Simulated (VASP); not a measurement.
# LuH2 (Fm-3m) in VASP: further runs

Runs on LuH2. Level: PBEsol+D3(BJ). Tasks: single point.

All numbers are computed with VASP 6.6.1; they aren't measurements. Logs are shortened: lines on timing, memory, paths and dates and some standing lists are left out, and cuts for length are marked.

## Step 1: The cell of the first run

It takes space group Fm-3m (No. 225, cubic). The conventional cell has a = 4.823 Å, b = 4.823 Å, c = 4.823 Å, α = 90.00°, β = 90.00°, γ = 90.00°. Within 2.8 Å of Lu (site symmetry m-3m) lie 8 H at 2.09 Å. Within 2.8 Å of H (site symmetry -43m) lie 4 Lu at 2.09 Å and 6 H at 2.41 Å.

## Step 2: Single point, PBEsol+D3(BJ)

File INCAR:

```
ALGO = Normal ; EDIFF = 1E-7
ENCUT = 520 ; GGA = PS
ISIF = 2 ; ISMEAR = -1
IVDW = 12 ; LASPH = True
LCHARG = False ; LREAL = False
LWAVE = False ; NBANDS = 20
NELM = 80 ; PREC = Accurate
SIGMA = 0.1
```

File KPOINTS:

```
k-points
0
Gamma
  10 10 10
```

File POSCAR:

```
LuH2
1.0
    0.0000000000      2.4115216141      2.4115216141
    2.4115216141      0.0000000000      2.4115216141
    2.4115216141      2.4115216141      0.0000000000
Lu H
1 2
Direct
    0.0000000000      0.0000000000      0.0000000000
    0.2500000000      0.2500000000      0.2500000000
    0.7500000000      0.7500000000      0.7500000000
```

Potentials or basis: VASP PAW PBE potentials, release 64 (Lu, H).

Run with:

```sh
$ cat potpaw_PBE.64/Lu/POTCAR potpaw_PBE.64/H/POTCAR > POTCAR
$ mpirun -np 1 vasp_std > vasp.out
```

OUTCAR:

```text
EDIFF = 1E-7
   ENCUT = 520
   GGA = PS
   ISIF = 2
   ISMEAR = -1
   IVDW = 12
   LASPH = True
   LREAL = False
   NELM = 80
   PREC = Accurate
 IVDW          = 12

 ion  position               nearest neighbor table
   1  0.000  0.000  0.000-   2 2.09   3 2.09   3 2.09   3 2.09   3 2.09   2 2.09   2 2.09   2 2.09

   2  0.250  0.250  0.250-   1 2.09   1 2.09   1 2.09   1 2.09
   3  0.750  0.750  0.750-   1 2.09   1 2.09   1 2.09   1 2.09

  LATTYP: Found a face centered cubic cell.
 ALAT       =     4.8230432282

  Lattice vectors:

 A1 = (   0.0000000000,   2.4115216141,   2.4115216141)
 A2 = (   2.4115216141,   0.0000000000,   2.4115216141)
 A3 = (   2.4115216141,   2.4115216141,   0.0000000000)

Analysis of symmetry for initial positions (statically):
=====================================================================
 Subroutine PRICEL returns:
 Original cell was already a primitive cell.

 Routine SETGRP: Setting up the symmetry group for a
 face centered cubic supercell.

 Subroutine GETGRP returns: Found 48 space group operations
 (whereof 48 operations were pure point group operations)
 out of a pool of 48 trial point group operations.

The static configuration has the point symmetry O_h .

Analysis of symmetry for dynamics (positions and initial velocities):
=====================================================================
 Subroutine PRICEL returns:
 Original cell was already a primitive cell.

 Routine SETGRP: Setting up the symmetry group for a
 face centered cubic supercell.

 Subroutine GETGRP returns: Found 48 space group operations
 (whereof 48 operations were pure point group operations)
 out of a pool of 48 trial point group operations.

The dynamic configuration has the point symmetry O_h .

 Subroutine INISYM returns: Found 48 space group operations
 (whereof 48 operations are pure point group operations),
 and found     1 'primitive' translations

----------------------------------------------------------------------------------------

                                     Primitive cell

  volume of cell :      28.0481

  direct lattice vectors                    reciprocal lattice vectors
     0.000000000  2.411521614  2.411521614    -0.207337972  0.207337972  0.207337972
[... 84 lines left out ...]
   LSORBIT =      F    spin-orbit coupling
   LASPH  =      T    aspherical Exc in radial PAW
   ENCUT  =  520.0 eV  38.22 Ry    6.18 a.u.   6.34  6.34  6.34*2*pi/ulx,y,z
   NELM   =     80;   NELMIN=  2; NELMDL= -5     # of ELM steps
   EDIFF  = 0.1E-06   stopping-criterion for ELM
   LREAL  =      F    real-space projection
   EDIFFG = 0.1E-05   stopping-criterion for IOM
   NSW    =      0    number of steps for IOM
   IBRION =     -1    ionic relax: 0-MD 1-quasi-New 2-CG
   NFREE  =      0    steps in history (QN), initial steepest desc. (CG)
   ISIF   =      2    stress and relaxation
   ISYM   =      2    0-nonsym 1-usesym 2-fastsym
   POTIM  = 0.5000    time-step for ionic-motion
   TEBEG  =    0.0;   TEEND  =   0.0 temperature during run
   PSTRESS=    0.0 pullay stress
   NELECT =      27.0000    total number of electrons
   NUPDOWN=      -1.0000    fix difference up-down
   EMIN   =  10.00;   EMAX   =-10.00  energy-range for DOS
   EFERMI =   0.00;   METHOD = LEGACY
   ISMEAR =    -1;   SIGMA  =   0.10  broadening in eV -4-tet -1-fermi 0-gaus
   EFERMI_NEDOS =   21; number of points for ismear=-14 and -15
   IALGO  =     38    algorithm
   IMIX   =      4    mixing-type and parameters
     AMIX     =   0.40;   BMIX     =  1.00
     AMIX_MAG =   1.60;   BMIX_MAG =  1.00
  volume/ion in A,a.u.               =       9.35        63.09
  Fermi-wavevector in a.u.,A,eV,Ry     =   1.616447  3.054643 35.550696  2.612902
  Thomas-Fermi vector in A             =   2.711032
   LORBIT       =      0    0 simple, 1 ext, 2 COOP (PROOUT), +10 PAW based schemes
   GGA     = PS    functional components
   LHFCALC =     F    Hartree Fock is set to
   AEXX    =    0.0000 exact exchange contribution
   IVDW    =    12    specifies the selected vdW correction
   LEPSILON=     F    determine dielectric tensor
   LRPA    =     F    only Hartree local field effects (RPA)
 non-spin polarized calculation
  energy-cutoff  :      520.00
  volume of cell :       28.05
 maximum number of plane-waves:       769
 NGX is ok and might be reduce to    28
   NGX = 13   NGY = 13   NGZ = 13

 number of electron      27.0000006 magnetization

 Free energy of the ion-electron system (eV)
  ---------------------------------------------------
  ext. energy  EPLUGINS =         0.00000000
  ---------------------------------------------------
  free energy    TOTEN  =       -13.63293839 eV

  energy without entropy =      -13.61506059  energy(sigma->0) =      -13.62399949

 E-fermi :   2.9982     XC(G=0): -11.8348

 val. band max:        2.9021252312   @ k =   0.0000   0.0000   0.0000
 cond. band min:       3.0277269320   @ k =  -0.2000   0.3000   0.1000
 fundamental gap:      0.1256017008
 Fermi energy:         2.9981516959

 k-point     1 :       0.0000    0.0000    0.0000
  band No.  band energies     occupation
      1     -52.7516      2.00000
      2     -23.2091      2.00000
      3     -23.2091      2.00000
      4     -23.2091      2.00000
      5      -6.7776      2.00000
      6      -2.0233      2.00000
[... 541 lines left out ...]
     19      13.3743      0.00000
     20      14.0040      0.00000

 [... further k-points ...]

------------------------ aborting loop because EDIFF is reached ----------------------------------------

 Edisp (eV)   -0.62316

 E8    (eV) :    -0.4236

  FORCE on cell =-STRESS in cart. coord.  units (eV):
  Direction    XX          YY          ZZ          XY          YZ          ZX
  --------------------------------------------------------------------------------------
  -------------------------------------------------------------------------------------
  Total       1.10516     1.10516     1.10516     0.00000    -0.00000     0.00000
  in kB      63.12944    63.12944    63.12944     0.00000    -0.00000     0.00000
  external pressure =       63.13 kB  Pullay stress =        0.00 kB

 VOLUME and BASIS-vectors are now :
 -----------------------------------------------------------------------------
  energy-cutoff  :      520.00
  volume of cell :       28.05
      direct lattice vectors                 reciprocal lattice vectors
     0.000000000  2.411521614  2.411521614    -0.207337972  0.207337972  0.207337972
     2.411521614  0.000000000  2.411521614     0.207337972 -0.207337972  0.207337972
     2.411521614  2.411521614  0.000000000     0.207337972  0.207337972 -0.207337972

 POSITION                                       TOTAL-FORCE (eV/Angst)
 -----------------------------------------------------------------------------------
      0.00000      0.00000      0.00000        -0.000000     -0.000000     -0.000000
      1.20576      1.20576      1.20576        -0.000000     -0.000000     -0.000000
      3.61728      3.61728      3.61728         0.000000      0.000000      0.000000
 -----------------------------------------------------------------------------------
    total drift:                               -0.000000     -0.000000     -0.000000

  FREE ENERGIE OF THE ION-ELECTRON SYSTEM (eV)
  ---------------------------------------------------
  free  energy   TOTEN  =       -14.2560954390 eV

  energy  without entropy=      -14.2382176345  energy(sigma->0) =      -14.24715654
```

It took 73 s on 1 thread of Intel Xeon 8259CL, shared host; peak memory 0.19 GiB.

What came out:

```yaml
Free_energy: -14.2561 eV
Pressure: 6.3 GPa
Band_gap_on_the_k_mesh: zero (an odd number of electrons rules out a gap without spin polarisation)
Dispersion_energy_per_atom: -0.208 eV
```

Levels at points of the mesh, in eV from the Fermi level:
| k point | band 9 | band 10 | band 11 | band 12 | band 13 | band 14 | band 15 | band 16 | band 17 | band 18 |
| --- | --- | --- | --- | --- | --- | --- | --- | --- | --- | --- |
| (0.00, 0.00, 0.00) | -4.58 | -4.48 | -4.48 | -4.48 | -0.10 | 1.48 | 1.48 | 1.48 | 4.73 | 4.73 |
| (0.50, 0.00, 0.00) | -4.55 | -4.50 | -4.50 | -4.47 | -3.54 | 1.54 | 1.54 | 5.33 | 6.53 | 6.53 |
| (0.50, 0.50, 0.00) | -4.56 | -4.53 | -4.51 | -4.51 | -3.56 | -2.62 | 6.78 | 6.88 | 6.88 | 7.44 |

Caveat: three body term missing; the cell stands under pressure; the PAW data sets were made with another functional, which shifts forces and pressure a little; spin-orbit coupling is left out, which moves the levels of the heavy elements.

## Step 3: Single point, PBEsol+D3(BJ)

This run uses another cell than the first one, of 9.77 Å³/atom.

File INCAR:

```
ALGO = Normal ; EDIFF = 1E-6
ENCUT = 520 ; GGA = PS
ISIF = 2 ; ISMEAR = -1
IVDW = 12 ; LASPH = True
LCHARG = False ; LREAL = False
LWAVE = False ; NBANDS = 20
NELM = 60 ; PREC = Accurate
SIGMA = 0.1
```

KPOINTS is that of step 2.

File POSCAR:

```
LuH2
1.0
    0.0000000000      2.4475197812      2.4475197812
    2.4475197812      0.0000000000      2.4475197812
    2.4475197812      2.4475197812      0.0000000000
Lu H
1 2
Direct
    0.0000000000      0.0000000000      0.0000000000
    0.2500000000      0.2500000000      0.2500000000
    0.7500000000      0.7500000000      0.7500000000
```

Potentials or basis: VASP PAW PBE potentials, release 64 (Lu, H).

Run with:

```sh
$ cat potpaw_PBE.64/Lu/POTCAR potpaw_PBE.64/H/POTCAR > POTCAR
$ mpirun -np 1 vasp_std > vasp.out
```

Run time: 70 s. Hardware: 1 thread of Intel Xeon 8259CL, shared host; peak memory 0.19 GiB.

Results (log left out):

```
Free energy                : -14.2869 eV
Pressure                   : 1.2 GPa
Band gap on the k mesh     : zero (an odd number of electrons rules out a gap without spin polarisation)
Dispersion energy per atom : -0.199 eV
```

Levels at points of the mesh, in eV from the Fermi level:
```tsv
k point	band 9	band 10	band 11	band 12	band 13	band 14	band 15	band 16	band 17	band 18
(0.00, 0.00, 0.00)	-4.70	-4.61	-4.61	-4.61	-0.23	1.43	1.43	1.43	4.53	4.53
(0.50, 0.00, 0.00)	-4.68	-4.63	-4.63	-4.61	-3.68	1.50	1.50	5.17	6.23	6.23
(0.50, 0.50, 0.00)	-4.69	-4.66	-4.64	-4.64	-3.71	-2.53	6.46	6.56	6.56	7.08
```

Caveat: three body term missing; the PAW data sets were made with another functional, which shifts forces and pressure a little; spin-orbit coupling is left out, which moves the levels of the heavy elements.

The gap in the log of VASP goes by the Fermi energy; the results here count the filled bands.